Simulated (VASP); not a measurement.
# TiH2Cl (P4/mmm) in VASP: a series of runs

The runs below take TiH2Cl through single point, with PBE.

Everything below comes from runs of VASP 6.6.1. Logs are shortened: lines on timing, memory, paths and dates and some standing lists are left out, and cuts for length are marked.

### 1 The cell of the first run

The structure is tetragonal, space group P4/mmm (No. 123). Conventional cell: a = 4.420 Å, b = 4.420 Å, c = 4.420 Å, α = 90.00°, β = 90.00°, γ = 90.00°. Within 2.9 Å of Ti (site symmetry 4/mmm) lie 4 H at 2.21 Å and 2 Cl at 2.21 Å. H (site symmetry mmm) has 2 Ti at 2.21 Å within 2.9 Å. Cl (site symmetry 4/mmm) has 2 Ti at 2.21 Å within 2.9 Å.

### 2 Single point, PBE, collinear spin

File INCAR:

```
PREC = Accurate ; ENCUT = 520
EDIFF = 1E-6 ; ISMEAR = 0
SIGMA = 0.1 ; LREAL = F
LASPH = T ; NELM = 150
ALGO = Normal ; ISIF = 2
LWAVE = F ; LCHARG = F
ISPIN = 2 ; MAGMOM = 1 0 0 0
LORBIT = 11 ; LMAXMIX = 4
GGA = PE ; NBANDS = 22
```

File KPOINTS:

```
regular mesh
0
Gamma
  4 4 4
```

File POSCAR:

```
TiH2Cl
1.0
    4.4200774100      0.0000000000      0.0000000000
    0.0000000000      4.4200774100      0.0000000000
    0.0000000000      0.0000000000      4.4200774100
Ti H Cl
1 2 1
Direct
    0.0000000000      0.0000000000      0.0000000000
    0.5000000000      0.0000000000      0.0000000000
    0.0000000000      0.5000000000      0.0000000000
    0.0000000000      0.0000000000      0.5000000000
```

Potentials or basis: VASP PAW PBE potentials, release 64 (Ti_sv, H, Cl).

The run is started by

```
$ cat potpaw_PBE.64/Ti_sv/POTCAR potpaw_PBE.64/H/POTCAR potpaw_PBE.64/Cl/POTCAR > POTCAR
$ mpirun -np 1 vasp_std > vasp.out
```

OUTCAR:

```text
PREC = Accurate
   ENCUT = 520
   EDIFF = 1E-6
   ISMEAR = 0
   LREAL = F
   LASPH = T
   NELM = 150
   ISIF = 2
   ISPIN = 2
   LORBIT = 11
   GGA = PE

 ion  position               nearest neighbor table
   1  0.000  0.000  0.000-   4 2.21   4 2.21
   2  0.500  0.000  0.000-
   3  0.000  0.500  0.000-
   4  0.000  0.000  0.500-   1 2.21   1 2.21

  LATTYP: Found a simple cubic cell.
 ALAT       =     4.4200774100

  Lattice vectors:

 A1 = (   4.4200774100,   0.0000000000,   0.0000000000)
 A2 = (   0.0000000000,   4.4200774100,   0.0000000000)
 A3 = (   0.0000000000,   0.0000000000,   4.4200774100)

Analysis of symmetry for initial positions (statically):
=====================================================================
 Subroutine PRICEL returns:
 Original cell was already a primitive cell.

 Routine SETGRP: Setting up the symmetry group for a
 simple cubic supercell.

 Subroutine GETGRP returns: Found 16 space group operations
 (whereof 16 operations were pure point group operations)
 out of a pool of 48 trial point group operations.

The static configuration has the point symmetry D_4h.

Analysis of symmetry for dynamics (positions and initial velocities):
=====================================================================
 Subroutine PRICEL returns:
 Original cell was already a primitive cell.

 Routine SETGRP: Setting up the symmetry group for a
 simple cubic supercell.

 Subroutine GETGRP returns: Found 16 space group operations
 (whereof 16 operations were pure point group operations)
 out of a pool of 48 trial point group operations.

The dynamic configuration has the point symmetry D_4h.

Analysis of structural, dynamic, and magnetic symmetry:
=====================================================================
 Subroutine PRICEL returns:
 Original cell was already a primitive cell.

 Routine SETGRP: Setting up the symmetry group for a
 simple cubic supercell.

 Subroutine GETGRP returns: Found 16 space group operations
 (whereof 16 operations were pure point group operations)
 out of a pool of 48 trial point group operations.

The overall configuration has the point symmetry D_4h.

 Subroutine INISYM returns: Found 16 space group operations
[... 115 lines left out ...]
  volume/ion in A,a.u.               =      21.59       145.69
  Fermi-wavevector in a.u.,A,eV,Ry     =   1.021844  1.931006 14.206737  1.044166
  Thomas-Fermi vector in A             =   2.155491
   LORBIT       =     11    0 simple, 1 ext, 2 COOP (PROOUT), +10 PAW based schemes
   GGA     = PE    functional components
   LHFCALC =     F    Hartree Fock is set to
   AEXX    =    0.0000 exact exchange contribution
   IVDW    =     0    specifies the selected vdW correction
   LEPSILON=     F    determine dielectric tensor
   LRPA    =     F    only Hartree local field effects (RPA)
 spin polarized calculation
 Gauss-broadening in eV      SIGMA  =   0.10
  energy-cutoff  :      520.00
  volume of cell :       86.36
 maximum number of plane-waves:      2360
 NGX is ok and might be reduce to    36
   NGX = 17   NGY = 17   NGZ = 17

 number of electron      20.9999995 magnetization       0.9999625

 Free energy of the ion-electron system (eV)
  ---------------------------------------------------
  ext. energy  EPLUGINS =         0.00000000
  ---------------------------------------------------
  free energy    TOTEN  =       -16.71335133 eV

  energy without entropy =      -16.69836940  energy(sigma->0) =      -16.70586037

 E-fermi :   0.4257     XC(G=0):  -7.0741

 val. band max:        0.4256506127   @ k =   0.5000   0.0000   0.0000
 cond. band min:       0.4463309697   @ k =   0.2500   0.2500   0.5000
 fundamental gap:      0.0206803570
 Fermi energy:         0.4256641801

 spin component 1

 k-point     1 :       0.0000    0.0000    0.0000
  band No.  band energies     occupation
      1     -57.9738      1.00000
      2     -34.4491      1.00000
      3     -34.1060      1.00000
      4     -34.1060      1.00000
      5     -16.6699      1.00000
      6      -4.8836      1.00000
[... 439 lines left out ...]
     21       9.8758      0.00000
     22       9.8758      0.00000
 Fermi energy:         0.4256641801

 spin component 2

 k-point     1 :       0.0000    0.0000    0.0000
  band No.  band energies     occupation
      1     -57.0640      1.00000
      2     -33.6793      1.00000
      3     -33.1242      1.00000
      4     -33.1242      1.00000
      5     -16.6844      1.00000
      6      -4.8026      1.00000
[... 439 lines left out ...]
     21      10.0695      0.00000
     22      10.0695      0.00000

------------------------ aborting loop because EDIFF is reached ----------------------------------------

  FORCE on cell =-STRESS in cart. coord.  units (eV):
  Direction    XX          YY          ZZ          XY          YZ          ZX
  --------------------------------------------------------------------------------------
  -------------------------------------------------------------------------------------
  Total       -5.3170899     -5.3170899      6.0921954      0.0000000      0.0000000      0.0000000
  in kB      -98.6495156    -98.6495156    113.0302732      0.0000000      0.0000000      0.0000000
  external PRESSURE =     -28.0895860 kB  Pullay stress =       0.0000000 kB

 VOLUME and BASIS-vectors are now :
 -----------------------------------------------------------------------------
  energy-cutoff  :      520.00
  volume of cell :       86.36
      direct lattice vectors                 reciprocal lattice vectors
     4.420077410  0.000000000  0.000000000     0.226240382  0.000000000  0.000000000
     0.000000000  4.420077410  0.000000000     0.000000000  0.226240382  0.000000000
     0.000000000  0.000000000  4.420077410     0.000000000  0.000000000  0.226240382

 POSITION                                       TOTAL-FORCE (eV/Angst)
 -----------------------------------------------------------------------------------
      0.00000      0.00000      0.00000         0.000000      0.000000      0.000000
      2.21004      0.00000      0.00000         0.000000      0.000000      0.000000
      0.00000      2.21004      0.00000         0.000000      0.000000      0.000000
      0.00000      0.00000      2.21004         0.000000      0.000000      0.000000
 -----------------------------------------------------------------------------------
    total drift:                                0.000000     -0.000000     -0.000000

  FREE ENERGIE OF THE ION-ELECTRON SYSTEM (eV)
  ---------------------------------------------------
  free  energy   TOTEN  =       -16.7133513274 eV

  energy  without entropy=      -16.6983694037  energy(sigma->0) =      -16.70586037

 total charge

# of ion       s       p       d       tot
------------------------------------------
    1        2.152   6.111   1.798  10.061
    2        0.488   0.001   0.000   0.489
    3        0.488   0.001   0.000   0.489
    4        1.602   3.589   0.000   5.190
--------------------------------------------------
tot          4.729   9.702   1.798  16.230

 magnetization (x)

# of ion       s       p       d       tot
------------------------------------------
    1        0.008   0.006   0.885   0.899
    2       -0.017   0.000   0.000  -0.016
    3       -0.017   0.000   0.000  -0.016
    4       -0.003  -0.050   0.000  -0.053
--------------------------------------------------
tot         -0.029  -0.043   0.885   0.813
```

stdout:

```text
POSCAR found type information on POSCAR TiH Cl
 POSCAR found :  3 types and       4 ions
 scaLAPACK will be used
 LDA part: xc-table for (Slater+PW92), standard interpolation
 POSCAR, INCAR and KPOINTS ok, starting setup
 FFT: planning ... GRIDC
 FFT: planning ... GRID_SOFT
 FFT: planning ... GRID
 WAVECAR not read
 entering main loop
```

Run time: 46 s. Hardware: 1 thread of Intel Xeon 6975P-C (Granite Rapids), shared host; peak memory 0.26 GiB.

What came out:

```
Free energy                                           : -16.7134 eV
Pressure                                              : -2.8 GPa
Band gap on the k mesh                                : zero (filled and empty bands overlap)
Net moment                                            : 1.00 μB per cell
Site moments                                          : Ti +0.90; H -0.02; Cl -0.05 μB
Valence electrons inside the program's atomic spheres : Ti 10.06; H 0.49; Cl 5.19
```

Caveat: the stress differs along the axes, from -10 to 11 GPa.

### 3 Single point, PBE, collinear spin

This run uses another cell than the first one, of 15.80 Å³/atom.

File INCAR:

```
PREC = Accurate ; ENCUT = 520
EDIFF = 1E-6 ; ISMEAR = 0
SIGMA = 0.1 ; LREAL = False
LASPH = True ; NELM = 150
ALGO = Normal ; ISIF = 2
LWAVE = False ; LCHARG = False
ISPIN = 2 ; MAGMOM = 0.83 0 0 0
LORBIT = 11 ; LMAXMIX = 4
GGA = PE ; NBANDS = 22
```

File KPOINTS:

```
regular mesh
0
Gamma
  10 10 10
```

File POSCAR:

```
TiH2Cl
1.0
    3.6633893158      0.0000000000      0.0000000000
    0.0000000000      3.6633893158      0.0000000000
    0.0000000000      0.0000000000      4.7105075541
Ti H Cl
1 2 1
Direct
    0.0000000000      0.0000000000      0.0000000000
    0.5000000000      0.0000000000      0.0000000000
    0.0000000000      0.5000000000      0.0000000000
    0.0000000000      0.0000000000      0.5000000000
```

Potentials or basis: VASP PAW PBE potentials, release 64 (Ti_sv, H, Cl).

The run is started by

```
$ cat potpaw_PBE.64/Ti_sv/POTCAR potpaw_PBE.64/H/POTCAR potpaw_PBE.64/Cl/POTCAR > POTCAR
$ mpirun -np 1 vasp_std > vasp.out
```

OUTCAR:

```text
PREC = Accurate
   ENCUT = 520
   EDIFF = 1E-6
   ISMEAR = 0
   LREAL = False
   LASPH = True
   NELM = 150
   ISIF = 2
   ISPIN = 2
   LORBIT = 11
   GGA = PE

 ion  position               nearest neighbor table
   1  0.000  0.000  0.000-   2 1.83   3 1.83   3 1.83   2 1.83   4 2.36   4 2.36
   2  0.500  0.000  0.000-   1 1.83   1 1.83
   3  0.000  0.500  0.000-   1 1.83   1 1.83
   4  0.000  0.000  0.500-   1 2.36   1 2.36

  LATTYP: Found a simple tetragonal cell.
 ALAT       =     3.6633893158
 C/A-ratio  =     1.2858331856
[... 1427 lines left out ...]
  energy-cutoff  :      520.00
  volume of cell :       63.22
      direct lattice vectors                 reciprocal lattice vectors
     3.663389316  0.000000000  0.000000000     0.272971261  0.000000000  0.000000000
     0.000000000  3.663389316  0.000000000     0.000000000  0.272971261  0.000000000
     0.000000000  0.000000000  4.710507554     0.000000000  0.000000000  0.212291348

 POSITION                                       TOTAL-FORCE (eV/Angst)
 -----------------------------------------------------------------------------------
      0.00000      0.00000      0.00000         0.000000      0.000000      0.000000
      1.83169      0.00000      0.00000         0.000000      0.000000      0.000000
      0.00000      1.83169      0.00000         0.000000      0.000000      0.000000
      0.00000      0.00000      2.35525         0.000000      0.000000      0.000000
 -----------------------------------------------------------------------------------
    total drift:                               -0.000000     -0.000000     -0.000000

  FREE ENERGIE OF THE ION-ELECTRON SYSTEM (eV)
  ---------------------------------------------------
  free  energy   TOTEN  =       -18.0647568389 eV

  energy  without entropy=      -18.0519139792  energy(sigma->0) =      -18.05833541

 total charge

# of ion       s       p       d       tot
------------------------------------------
    1        2.177   6.153   1.786  10.116
    2        0.580   0.005   0.000   0.585
    3        0.580   0.005   0.000   0.585
    4        1.595   3.557   0.000   5.151
--------------------------------------------------
tot          4.931   9.719   1.786  16.436

 magnetization (x)

# of ion       s       p       d       tot
------------------------------------------
    1        0.006   0.005   0.802   0.814
    2       -0.009   0.002   0.000  -0.007
    3       -0.009   0.002   0.000  -0.007
    4       -0.002  -0.031   0.000  -0.033
--------------------------------------------------
tot         -0.014  -0.022   0.802   0.767
```

OSZICAR:

```text
N       E                     dE             d eps       ncg     rms          rms(c)
DAV:   1     0.182717133309E+03    0.18272E+03   -0.94839E+03 11088   0.899E+02
DAV:   2    -0.483032805934E+01   -0.18755E+03   -0.17835E+03 11740   0.272E+02
DAV:   3    -0.208443740078E+02   -0.16014E+02   -0.15852E+02 15122   0.801E+01
[... 11 lines left out ...]
DAV:  15    -0.180647287870E+02   -0.29013E-04   -0.44094E-05 11976   0.484E-02    0.397E-02
DAV:  16    -0.180647527758E+02   -0.23989E-04   -0.16966E-05 12874   0.291E-02    0.124E-02
DAV:  17    -0.180647551210E+02   -0.23451E-05   -0.48328E-06 12018   0.174E-02    0.461E-03
DAV:  18    -0.180647564235E+02   -0.13025E-05   -0.12509E-06 11320   0.703E-03    0.283E-03
DAV:  19    -0.180647568389E+02   -0.41537E-06   -0.33479E-07  9902   0.372E-03
   1 F= -.18064757E+02 E0= -.18058335E+02  d E =-.128429E-01  mag=     0.9944
```

stdout:

```text
POSCAR found type information on POSCAR TiH Cl
 POSCAR found :  3 types and       4 ions
 scaLAPACK will be used
 LDA part: xc-table for (Slater+PW92), standard interpolation
 POSCAR, INCAR and KPOINTS ok, starting setup
 FFT: planning ... GRIDC
 FFT: planning ... GRID_SOFT
 FFT: planning ... GRID
 WAVECAR not read
 entering main loop
```

It took 2.9 min on 1 thread of Intel Xeon 6975P-C (Granite Rapids), shared host; peak memory 0.38 GiB.

What came out:

| Quantity | Value |
| --- | --- |
| Free energy | -18.0648 eV |
| Pressure | 0.0 GPa |
| Band gap on the k mesh | zero (filled and empty bands overlap) |
| Net moment | 0.99 μB per cell |
| Site moments | Ti +0.81; H -0.01; Cl -0.03 μB |
| Valence electrons inside the program's atomic spheres | Ti 10.12; H 0.58; Cl 5.15 |

Levels at points of the mesh, in eV from the Fermi level:
Spin up:
| k point | band 7 | band 8 | band 9 | band 10 | band 11 | band 12 | band 13 | band 14 | band 15 | band 16 |
| --- | --- | --- | --- | --- | --- | --- | --- | --- | --- | --- |
| (0.00, 0.00, 0.00) | -5.20 | -4.17 | -3.38 | -3.38 | 0.02 | 0.02 | 0.60 | 1.20 | 6.03 | 6.59 |
| (0.50, 0.00, 0.00) | -4.96 | -4.76 | -3.24 | -2.04 | -0.73 | 0.07 | 0.14 | 0.65 | 2.28 | 7.63 |
| (0.50, 0.50, 0.00) | -4.88 | -4.75 | -1.63 | -1.63 | -0.89 | -0.58 | -0.58 | 0.64 | 0.79 | 5.30 |
| (0.00, 0.00, 0.50) | -5.13 | -4.14 | -3.75 | -3.75 | 0.61 | 1.01 | 1.01 | 3.78 | 4.63 | 6.85 |
| (0.50, 0.00, 0.50) | -5.12 | -4.53 | -3.61 | -3.15 | 0.17 | 0.67 | 1.04 | 1.17 | 5.16 | 6.38 |
| (0.50, 0.50, 0.50) | -4.85 | -4.85 | -2.54 | -2.54 | -0.78 | 0.72 | 0.72 | 0.80 | 1.84 | 5.77 |
Spin down:
```tsv
k point	band 6	band 7	band 8	band 9	band 10	band 11	band 12	band 13	band 14	band 15
(0.00, 0.00, 0.00)	-5.62	-5.13	-4.01	-3.39	-3.39	0.98	0.98	1.61	1.76	6.02
(0.50, 0.00, 0.00)	-5.24	-4.89	-4.58	-3.25	-1.98	0.11	1.04	1.08	1.24	2.71
(0.50, 0.50, 0.00)	-4.86	-4.86	-4.70	-1.59	-1.59	0.00	0.29	0.29	1.08	1.22
(0.00, 0.00, 0.50)	-7.06	-4.96	-3.98	-3.67	-3.67	1.77	1.93	1.93	3.91	4.98
(0.50, 0.00, 0.50)	-6.51	-5.06	-4.37	-3.53	-3.01	1.27	1.55	1.62	1.96	5.50
(0.50, 0.50, 0.50)	-6.18	-4.78	-4.78	-2.44	-2.44	0.15	1.22	1.60	1.60	2.31
```

The gap in the log of VASP goes by the Fermi energy; the results here count the filled bands.